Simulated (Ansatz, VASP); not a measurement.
## Zr in VASP and in Ansatz

File INCAR:

```
SYSTEM = Zr
ALGO = Fast
EDIFF = 1E-6
ENCUT = 520
GGA = PE
ISIF = 2
ISMEAR = 0
LASPH = .TRUE.
LCHARG = .FALSE.
LREAL = .FALSE.
LWAVE = .FALSE.
NBANDS = 19
NELM = 80
PREC = Accurate
SIGMA = 0.023
```

File KPOINTS:

```
k-points
0
G
  9 9 5
  0 0 0
```

POSCAR

```
Zr
1.0
    3.2320000000      0.0000000000      0.0000000000
   -1.6160000000      2.7989941050      0.0000000000
    0.0000000000      0.0000000000      5.1470000000
Zr
2
Direct
    0.6666666667      0.3333333333      0.7500000000
    0.3333333333      0.6666666667      0.2500000000
```

input.yaml

```yaml
crystal:
  lattice:
    - [3.232, 0.0, 0.0]
    - [-1.616, 2.798994105, 0.0]
    - [0.0, 0.0, 5.147]
  atoms:
    - { symbol: Zr, position: [0.6666666667, 0.3333333333, 0.75] }
    - { symbol: Zr, position: [0.3333333333, 0.6666666667, 0.25] }
hamiltonian:
  xc: pbe
  pseudopotentials: { kind: paw }
kpoints:
  mp_grid: { grid: [9, 9, 5] }
scf:
  occupations: { method: gaussian, width: 0.023 }
output:
  forces: true
  stress: true
  eigenvalues: true
  write_density: true
  write_potential: true
  elf: true
  volumetric_format: npy
```

Alike in both runs: task single point; functional PBE; k mesh 9 × 9 × 5; occupations gaussian, width 0.023 eV; no spin polarisation.

|  | VASP | Ansatz |
| --- | --- | --- |
| version | VASP 6.6.1 | Ansatz 0.2.0 |
| potentials or method | VASP PAW PBE potentials, release 64 (Zr_sv) | Ansatz PAW |
| plane-wave cutoff (eV) | 520 | 420 |
| valence electrons in the cell | 24 | 24 |

```tsv
	VASP	Ansatz	Ansatz less VASP
gap on the k mesh at the Fermi level (eV)	none	none	-
pressure (GPa)	0.6	0.6	-0.01
traceless stress, the component that is largest in VASP (GPa)	0.73	0.73	+0.002
```

A gap of «none» marks a metal or a gap that the smearing closes.
